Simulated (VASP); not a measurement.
# TiO2 (P4_2/mnm) in VASP: dielectric tensor with PBE

Aim: the dielectric tensor of TiO2 with PBE.

Everything below comes from runs of VASP 6.6.1. Logs are shortened: lines on timing, memory, paths and dates and some standing lists are left out, and cuts for length are marked.

### Step 1. The cell of the first run

The structure is tetragonal, space group P4_2/mnm (No. 136). The conventional cell has a = 4.597 Å, b = 4.597 Å, c = 2.954 Å, α = 90.00°, β = 90.00°, γ = 90.00°. Within 2.6 Å of Ti (site symmetry mmm) lie 6 O at 1.95 to 1.98 Å. O (site symmetry m2m) has 3 Ti at 1.95 to 1.98 Å and 1 O at 2.54 Å within 2.6 Å.

### Step 2. Dielectric tensor, PBE

Input file INCAR:

```
SYSTEM = TiO2
  PREC = Accurate
  ENCUT = 520
  EDIFF = 1E-8
  ISMEAR = 0
  SIGMA = 0.01
  LREAL = .FALSE.
  LASPH = .TRUE.
  NELM = 60
  ALGO = Normal
  ISIF = 2
  LWAVE = .FALSE.
  LCHARG = .FALSE.
  GGA = PE
  LEPSILON = .TRUE.
```

Input file KPOINTS:

```
regular mesh
0
G
  4 4 8
  0 0 0
```

Input file POSCAR:

```
TiO2
1.0
    4.5968462420      0.0000000000      0.0000000000
    0.0000000000      4.5968462420      0.0000000000
    0.0000000000      0.0000000000      2.9535012919
Ti O
2 4
Direct
    0.0000000000      0.0000000000      0.0000000000
    0.5000000000      0.5000000000      0.5000000000
    0.3046429943      0.3046429943      0.0000000000
    0.1953570057      0.8046429943      0.5000000000
    0.6953570057      0.6953570057      0.0000000000
    0.8046429943      0.1953570057      0.5000000000
```

Potentials or basis: VASP PAW PBE potentials, release 64 (Ti_sv, O).

On the command line:

```sh
$ cat potpaw_PBE.64/Ti_sv/POTCAR potpaw_PBE.64/O/POTCAR > POTCAR
$ mpirun -np 1 vasp_std > vasp.out
```

OUTCAR:

```text
SYSTEM = TiO2
   PREC = Accurate
   ENCUT = 520
   EDIFF = 1E-8
   ISMEAR = 0
   LREAL = .FALSE.
   LASPH = .TRUE.
   NELM = 60
   ISIF = 2
   GGA = PE
   LEPSILON = .TRUE.

 ion  position               nearest neighbor table
   1  0.000  0.000  0.000-   4 1.95   6 1.95   4 1.95   6 1.95   5 1.98   3 1.98
   2  0.500  0.500  0.500-   3 1.95   3 1.95   5 1.95   5 1.95   4 1.98   6 1.98
   3  0.305  0.305  0.000-   2 1.95   2 1.95   1 1.98
   4  0.195  0.805  0.500-   1 1.95   1 1.95   2 1.98
   5  0.695  0.695  0.000-   2 1.95   2 1.95   1 1.98
   6  0.805  0.195  0.500-   1 1.95   1 1.95   2 1.98

  LATTYP: Found a simple tetragonal cell.
 ALAT       =     4.5968462420
 C/A-ratio  =     0.6425060001

  Lattice vectors:

 A1 = (   4.5968462420,   0.0000000000,   0.0000000000)
 A2 = (   0.0000000000,   4.5968462420,   0.0000000000)
 A3 = (   0.0000000000,   0.0000000000,   2.9535012919)

Analysis of symmetry for initial positions (statically):
=====================================================================
 Subroutine PRICEL returns:
 Original cell was already a primitive cell.

 Routine SETGRP: Setting up the symmetry group for a
 simple tetragonal supercell.

 Subroutine GETGRP returns: Found 16 space group operations
 (whereof  8 operations were pure point group operations)
 out of a pool of 16 trial point group operations.

The static configuration has the point symmetry D_2h.
 The point group associated with its full space group is D_4h.

Analysis of symmetry for dynamics (positions and initial velocities):
=====================================================================
 Subroutine PRICEL returns:
 Original cell was already a primitive cell.

 Routine SETGRP: Setting up the symmetry group for a
 simple tetragonal supercell.

 Subroutine GETGRP returns: Found 16 space group operations
 (whereof  8 operations were pure point group operations)
 out of a pool of 16 trial point group operations.

The dynamic configuration has the point symmetry D_2h.
 The point group associated with its full space group is D_4h.

 Subroutine INISYM returns: Found 16 space group operations
 (whereof  8 operations are pure point group operations),
 and found     1 'primitive' translations

----------------------------------------------------------------------------------------

                                     Primitive cell

  volume of cell :      62.4104

  direct lattice vectors                    reciprocal lattice vectors
     4.596846242  0.000000000  0.000000000     0.217540450  0.000000000  0.000000000
     0.000000000  4.596846242  0.000000000     0.000000000  0.217540450  0.000000000
     0.000000000  0.000000000  2.953501292     0.000000000  0.000000000  0.338581196

  length of vectors
     4.596846242  4.596846242  2.953501292     0.217540450  0.217540450  0.338581196

  position of ions in fractional coordinates (direct lattice)
     0.000000000  0.000000000  0.000000000
     0.500000000  0.500000000  0.500000000
     0.304642994  0.304642994  0.000000000
     0.195357006  0.804642994  0.500000000
     0.695357006  0.695357006  0.000000000
     0.804642994  0.195357006  0.500000000

  ion indices of the primitive-cell ions
   primitive index   ion index
                 1           1
                 2           2
                 3           3
                 4           4
                 5           5
                 6           6

----------------------------------------------------------------------------------------
[... 101 lines left out ...]
 non-spin polarized calculation
 Gauss-broadening in eV      SIGMA  =   0.01
  energy-cutoff  :      520.00
  volume of cell :       62.41
 maximum number of plane-waves:      1698
 NGX is ok and might be reduce to    36
   NGX = 17   NGY = 17   NGZ = 11

--------------------------------------- Ionic step        1  -------------------------------------------

 number of electron      48.0000021 magnetization

 E-fermi :   5.0198     XC(G=0): -11.4137

 val. band max:        4.8511080097   @ k =   0.0000   0.0000   0.0000
 cond. band min:       6.7118476337   @ k =   0.0000   0.0000   0.0000
 fundamental gap:      1.8607396240
 Fermi energy:         5.0197769090

 k-point     1 :       0.0000    0.0000    0.0000
  band No.  band energies     occupation
      1     -52.0656      2.00000
      2     -52.0485      2.00000
      3     -28.3741      2.00000
      4     -28.3741      2.00000
      5     -28.2085      2.00000
      6     -28.2085      2.00000
[... 733 lines left out ...]
     27       7.9549      0.00000
     28       7.9630      0.00000

 [... further k-points ...]

  FORCE on cell =-STRESS in cart. coord.  units (eV):
  Direction    XX          YY          ZZ          XY          YZ          ZX
  --------------------------------------------------------------------------------------
  -------------------------------------------------------------------------------------
  Total        2.2905521      2.2905521      2.3144266      0.0000000      0.0000000      0.0000000
  in kB       58.8022078     58.8022078     59.4151056      0.0000000      0.0000000      0.0000000
  external PRESSURE =      59.0065071 kB  Pullay stress =       0.0000000 kB

 VOLUME and BASIS-vectors are now :
 -----------------------------------------------------------------------------
  energy-cutoff  :      520.00
  volume of cell :       62.41
      direct lattice vectors                 reciprocal lattice vectors
     4.596846242  0.000000000  0.000000000     0.217540450  0.000000000  0.000000000
     0.000000000  4.596846242  0.000000000     0.000000000  0.217540450  0.000000000
     0.000000000  0.000000000  2.953501292     0.000000000  0.000000000  0.338581196

 POSITION                                       TOTAL-FORCE (eV/Angst)
 -----------------------------------------------------------------------------------
      0.00000      0.00000      0.00000         0.000000      0.000000      0.000000
      2.29842      2.29842      1.47675         0.000000      0.000000      0.000000
      1.40040      1.40040      0.00000        -0.057466     -0.057466     -0.000000
      0.89803      3.69882      1.47675         0.057466     -0.057466     -0.000000
      3.19645      3.19645      0.00000         0.057466      0.057466      0.000000
      3.69882      0.89803      1.47675        -0.057466      0.057466      0.000000
 -----------------------------------------------------------------------------------
    total drift:                                0.000000      0.000000      0.000000

  FREE ENERGIE OF THE ION-ELECTRON SYSTEM (eV)
  ---------------------------------------------------
  free  energy   TOTEN  =       -53.6445481724 eV

  energy  without entropy=      -53.6445481724  energy(sigma->0) =      -53.64454817

 HEAD OF MICROSCOPIC STATIC DIELECTRIC TENSOR (INDEPENDENT PARTICLE, excluding Hartree and local field effects)
 ------------------------------------------------------
           7.652024    -0.000000     0.000000
          -0.000000     7.652024     0.000000
           0.000000     0.000000     8.977880
 ------------------------------------------------------

 Free energy of the ion-electron system (eV)
  ---------------------------------------------------
  ---------------------------------------------------
  free energy    TOTEN  =        -1.16560362 eV

  energy without entropy =       -1.16560362

------------------------ aborting loop because EDIFF is reached ----------------------------------------

--------------------------------------- Ionic step        2  -------------------------------------------

------------------------ aborting loop because EDIFF is reached ----------------------------------------

--------------------------------------- Ionic step        3  -------------------------------------------

 Free energy of the ion-electron system (eV)
  ---------------------------------------------------
  ---------------------------------------------------
  free energy    TOTEN  =        -1.42313574 eV

  energy without entropy =       -1.42313574

------------------------ aborting loop because EDIFF is reached ----------------------------------------

 PIEZOELECTRIC TENSOR FIELD DIRECTION 3  (e Angst)
 -----------------------------------------------------------------------------
    -0.00049  0.00000  0.00000           (  0.00017  0.00000  0.00000)
     0.00000 -0.00049  0.00000           (  0.00000  0.00017  0.00000)
     0.00000  0.00000 -0.00082           (  0.00000  0.00000 -0.00041)

 PIEZOELECTRIC TENSOR FIELD DIRECTION 3  (C/m^2)
 -----------------------------------------------------------------------------
    -0.00013  0.00000  0.00000
     0.00000 -0.00013  0.00000
     0.00000  0.00000 -0.00021

 MACROSCOPIC STATIC DIELECTRIC TENSOR (including local field effects in DFT)
 ------------------------------------------------------
           7.446642     0.000000     0.000000
          -0.000000     7.446642     0.000000
           0.000000     0.000000     8.865657
 ------------------------------------------------------

 PIEZOELECTRIC TENSOR (including local field effects)  for field in x, y, z        (e  Angst)
          XX          YY          ZZ          XY          YZ          ZX
  --------------------------------------------------------------------------------
  x     0.00000     0.00000     0.00000     0.00000     0.00000     0.00000
  y     0.00000     0.00000     0.00000     0.00000     0.00000     0.00000
  z     0.00000     0.00000     0.00000     0.00000     0.00000     0.00000

 PIEZOELECTRIC TENSOR (including local field effects)  for field in x, y, z        (C/m^2)
          XX          YY          ZZ          XY          YZ          ZX
  --------------------------------------------------------------------------------
  x     0.00000     0.00000     0.00000     0.00000     0.00000     0.00000
  y     0.00000     0.00000     0.00000     0.00000     0.00000     0.00000
  z     0.00000     0.00000     0.00000     0.00000     0.00000     0.00000

 BORN EFFECTIVE CHARGES (including local field effects) (in |e|, cummulative output)
 ---------------------------------------------------------------------------------
 ion    1
    1     6.32101     1.03146     0.00000
    2     1.03146     6.32101     0.00000
    3     0.00000     0.00000     7.72992
 ion    2
    1     6.32101    -1.03146     0.00000
    2    -1.03146     6.32101     0.00000
    3     0.00000     0.00000     7.72992
 ion    3
    1    -3.16051    -1.81224     0.00000
    2    -1.81224    -3.16051     0.00000
    3     0.00000     0.00000    -3.86496
 ion    4
    1    -3.16051     1.81224     0.00000
    2     1.81224    -3.16051     0.00000
    3     0.00000     0.00000    -3.86496
 ion    5
    1    -3.16051    -1.81224     0.00000
    2    -1.81224    -3.16051     0.00000
    3     0.00000     0.00000    -3.86496
 ion    6
    1    -3.16051     1.81224     0.00000
    2     1.81224    -3.16051     0.00000
    3     0.00000     0.00000    -3.86496
```

Wall time 14 min (1 thread of Intel Xeon Platinum 8259CL at 2.50GHz (Skylake/Cascade Lake), shared host); peak memory 0.36 GiB.

What came out:

* Band gap on the k mesh: 1.86 eV
* Electronic dielectric tensor (diagonal): 7.45, 7.45, 8.87
* Born charges (mean of the diagonal): Ti +6.79; O -3.40 e

Levels at points of the mesh, in eV from the valence-band top:
```csv
k point,band 20,band 21,band 22,band 23,band 24,band 25,band 26,band 27,band 28
"(0.00, 0.00, 0.00)",-1.97,-0.70,-0.45,-0.45,0.00,1.86,2.16,2.40,2.50
"(0.50, 0.00, 0.00)",-3.05,-1.63,-1.63,-0.74,-0.74,2.53,2.53,3.02,3.02
"(0.50, 0.50, 0.00)",-2.19,-1.30,-1.30,-1.06,-1.06,1.90,1.90,2.52,2.52
"(0.00, 0.00, 0.50)",-2.76,-2.36,-2.36,-1.43,-1.43,2.96,2.96,3.18,3.18
"(0.50, 0.00, 0.50)",-2.37,-2.04,-2.04,-1.03,-1.03,1.90,1.90,3.20,3.20
"(0.50, 0.50, 0.50)",-2.74,-1.28,-1.28,-0.67,-0.67,2.59,2.59,3.21,3.21
```

Electronic dielectric tensor:
```
7.45 0.00 0.00
0.00 7.45 0.00
0.00 0.00 8.87
```

Born effective charge tensors (e):
atom 1, Ti
```
6.32 1.03 0.00
1.03 6.32 0.00
0.00 0.00 7.73
```
atom 2, Ti
```
 6.32 -1.03  0.00
-1.03  6.32  0.00
 0.00  0.00  7.73
```
atom 3, O
```
-3.16 -1.81  0.00
-1.81 -3.16  0.00
 0.00  0.00 -3.86
```
atom 4, O
```
-3.16  1.81  0.00
 1.81 -3.16  0.00
 0.00  0.00 -3.86
```
atom 5, O
```
-3.16 -1.81  0.00
-1.81 -3.16  0.00
 0.00  0.00 -3.86
```
atom 6, O
```
-3.16  1.81  0.00
 1.81 -3.16  0.00
 0.00  0.00 -3.86
```
